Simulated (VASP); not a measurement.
Te3Ru:

```
CELL_PARAMETERS angstrom
4.43326 0.00000 0.00000
0.00000 4.43326 0.00000
0.00000 0.00000 6.26277
ATOMIC_POSITIONS crystal
Te 0.50000 0.50000 0.17730
Te 0.50000 0.50000 0.82270
Te 0.00000 0.00000 0.00000
Ru 0.50000 0.50000 0.50000
```

The cell was generated, and may not be a known phase.

* Program: VASP 6.6.1
* Task: relaxation of cell and atoms
* Functional: PBE
* Potentials or basis: VASP PAW PBE potentials, release 64 (Te, Ru_pv)
* Cutoff: 600 eV
* k mesh: 4 × 4 × 4
* Occupations: gaussian, width 0.1 eV
* Spin: no spin polarisation

At the start: pressure 39.7 GPa; volume 30.77 Å³/atom.

Q: How do energy, volume and symmetry change on relaxing?

A: Over 38 steps the energy falls by 2526.6 meV/atom and the volume is 26.49 Å³/atom (-13.9 %); space group P4/mmm (No. 123, to 0.1 Å) before and after.

The path:
```tsv
step	energy change (eV)	largest force (eV/Å)	pressure (GPa)	volume (Å³)
1	0.0000	1.5360	39.70	123.09
2	-0.3833	0.6354	-8.76	263.66
3	-6.4417	1.9570	-6.00	176.82
4	-6.8927	2.3630	-5.44	170.60
5	-6.9553	3.7258	3.50	146.34
6	-7.2818	3.2103	-2.84	159.86
7	-7.3072	3.4148	-1.75	156.65
8	-8.0553	0.8018	-2.55	150.08
9	-8.2304	0.1761	-2.44	146.35
10	-8.2776	2.3651	0.62	138.84
11	-8.3123	0.9883	-1.00	142.79
12	-8.8093	0.2560	-3.94	134.14
13	-8.8762	0.6571	-4.64	131.01
14	-9.2325	0.7420	0.98	110.34
15	-9.2349	0.7278	1.82	108.33
16	-9.3128	0.6113	3.19	103.81
17	-9.5839	1.1681	6.63	96.48
18	-8.3381	0.0028	29.26	81.15
19	-9.6336	0.6280	9.82	92.68
20	-9.6863	0.5865	9.86	92.41
21	-9.6865	0.5836	9.90	92.40
22	-9.7183	0.6041	9.27	92.92
23	-9.8024	0.6641	7.50	94.48
24	-9.9238	0.7774	4.31	97.66
25	-10.0043	0.9863	-0.67	104.24
26	-10.0050	0.9704	-0.34	103.70
27	-10.0210	0.8734	-0.21	103.90
28	-10.0527	0.5531	-0.06	104.52
29	-10.0343	0.2329	0.78	105.73
30	-10.0592	0.3223	0.11	104.91
31	-10.0683	0.2800	0.03	105.11
32	-10.0872	0.1765	-0.15	105.68
33	-10.1037	0.0407	-0.49	106.81
34	-10.1041	0.0140	-0.58	107.03
35	-10.1060	0.0685	0.10	105.88
36	-10.1061	0.0592	0.10	106.00
37	-10.1061	0.0527	0.02	106.09
38	-10.1064	0.0156	-0.06	105.94
```

Final structure:
```yaml
crystal:
  lattice:
    - [3.15856, 0.00000, 0.00000]
    - [0.00000, 3.15856, 0.00000]
    - [0.00000, 0.00000, 10.61908]
  atoms:
    - { symbol: Te, position: [0.50000, 0.50000, 0.26355] }
    - { symbol: Te, position: [0.50000, 0.50000, 0.73645] }
    - { symbol: Te, position: [0.00000, 0.00000, 0.00000] }
    - { symbol: Ru, position: [0.50000, 0.50000, 0.50000] }
```

Caveat: a cell axis changed by over 15 % at a fixed basis, so the end point is rough.
